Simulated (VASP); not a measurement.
Sn:

```
Sn
1.0
    -1.72654    1.77555    2.33834
     1.72654   -1.77555    2.33834
     1.72654    1.77555   -2.33834
Sn
1
Direct
  0.00000 0.00000 0.00000
```

| Item | Value |
| --- | --- |
| Program | VASP 6.6.1 |
| Task | relaxation of cell and atoms |
| Functional | LDA |
| Potentials or basis | VASP PAW LDA potentials, release 64 (Sn_d) |
| Cutoff | 600 eV |
| k mesh | 11 × 11 × 11 |
| Occupations | fermi-dirac, width 0.05 eV |
| Spin | no spin polarisation |

At the start: pressure -4.8 GPa; volume 28.67 Å³/atom.

Task: Where does the relaxation end?

Result: Over 11 steps the energy falls by 47.5 meV/atom and the volume is 25.93 Å³/atom (-9.6 %); space group Immm (No. 71, to 0.1 Å) before, I4/mmm (No. 139, to 0.1 Å).

Step by step:
```csv
step,energy change (eV),largest force (eV/Å),pressure (GPa),volume (Å³)
1,0.0000,0.0000,-4.80,28.67
2,-0.0433,0.0000,1.71,25.25
3,-0.0464,0.0000,0.09,25.90
4,-0.0472,0.0000,0.06,25.91
5,-0.0474,0.0000,0.04,25.92
6,-0.0474,0.0000,0.03,25.92
7,-0.0474,0.0000,0.02,25.92
8,-0.0474,0.0000,-0.02,25.94
9,-0.0475,0.0000,-0.09,25.97
10,-0.0475,0.0000,0.06,25.92
11,-0.0475,0.0000,0.00,25.93
```

Final structure:
```
Sn
1.0
    -1.68421    1.68419    2.28571
     1.68421   -1.68419    2.28571
     1.68421    1.68419   -2.28571
Sn
1
Direct
  0.00000 0.00000 0.00000
```
